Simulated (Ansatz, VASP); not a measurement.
**Ir: VASP beside Ansatz**

```
CELL_PARAMETERS angstrom
0.00000 1.91970 1.87171
1.91970 0.00000 1.87171
1.91970 1.91970 0.00000
ATOMIC_POSITIONS crystal
Ir 0.00000 0.00000 0.00000
```

Change from the starting cell: strain -0.0250 x Voigt [0, 0, 1, 0, 0, 0], atoms carried along.

Alike in both runs: task single point; functional PBEsol; k mesh 22 × 22 × 22; occupations gaussian, width 0.15 eV; no spin polarisation.

|  | VASP | Ansatz |
| --- | --- | --- |
| version | VASP 6.6.1 | Ansatz 0.2.0 |
| potentials or method | VASP PAW PBE potentials, release 64 (Ir), cutoff 520 eV | scalar-relativistic, plane waves, PAW |
| valence electrons in the cell | 9 | 17 |

|  | VASP | Ansatz | Ansatz less VASP |
| --- | --- | --- | --- |
| gap on the k mesh at the Fermi level (eV) | none | none | - |
| pressure (GPa) | 8.8 | 7.7 | -1.14 |
| traceless stress, the component that is largest in VASP (GPa) | 6.66 | 6.67 | +0.014 |

VASP's potentials were made for PBE, not for PBEsol. A gap of «none» marks a metal or a gap that the smearing closes. VASP's potentials hold 9 valence electrons a cell and Ansatz's 17, so a difference there can come from the potentials and not from the codes.

Neither program's run includes spin-orbit coupling.
